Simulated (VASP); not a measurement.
Input of a VASP 6.6.1 run:

File INCAR:

```
SYSTEM = Si8N
PREC = Accurate
ENCUT = 520
EDIFF = 1E-6
ISMEAR = 0
SIGMA = 0.05
LREAL = .FALSE.
LASPH = .TRUE.
NELM = 200
ALGO = Normal
ISIF = 2
LWAVE = .FALSE.
LCHARG = .FALSE.
ISPIN = 2
MAGMOM = 0 0 0 0 0 0 0 0 3
LORBIT = 11
LDIPOL = .TRUE.
IDIPOL = 3
DIPOL = 0.5 0.5 0.327
GGA = PE
NBANDS = 32
GGA_COMPAT = .FALSE.
NELMDL = -8
```

Contents of KPOINTS:

```
Automatic mesh
0
G
  7 4 1
  0 0 0
```

POSCAR

```
Si8N
1.0
    3.8510822285      0.0000000000      0.0000000000
    0.0000000000      6.3646810443      0.0000000000
    0.0000000000      0.0000000000     19.7525435318
Si N
8 1
Direct
    0.0000000000      0.9370679282      0.2025055656
    0.0000000000      0.5629320718      0.2025055656
    0.5000000000      0.4370679282      0.2587875163
    0.5000000000      0.0629320718      0.2587875163
    0.5000000000      0.9333044702      0.3720589482
    0.5000000000      0.5666955298      0.3720589482
    0.0000000000      0.4259907587      0.4177964989
    0.0000000000      0.0740092413      0.4177964989
    0.5000000000      0.7593240921      0.4386138452
```

Potentials or basis: VASP PAW PBE potentials, release 64 (Si, N).

Run with:

```sh
$ cat potpaw_PBE.64/Si/POTCAR potpaw_PBE.64/N/POTCAR > POTCAR
$ mpirun -np 1 vasp_std > vasp.out
```

Q: What does it give for the largest force?

A: 2.471 eV/Å.

Q: Estimate the net moment.

A: 0.00 μB per cell.

Forces in eV/Å, atoms in the order of the input:
```
Si   0.000 -0.599  0.464
Si   0.000  0.582  0.431
Si   0.000  0.456 -0.674
Si   0.000 -0.450 -0.605
Si   0.000  2.462 -0.206
Si   0.000 -1.613  0.851
Si   0.000 -0.072 -0.135
Si   0.000  0.144 -0.160
N    0.000 -0.911  0.034
```
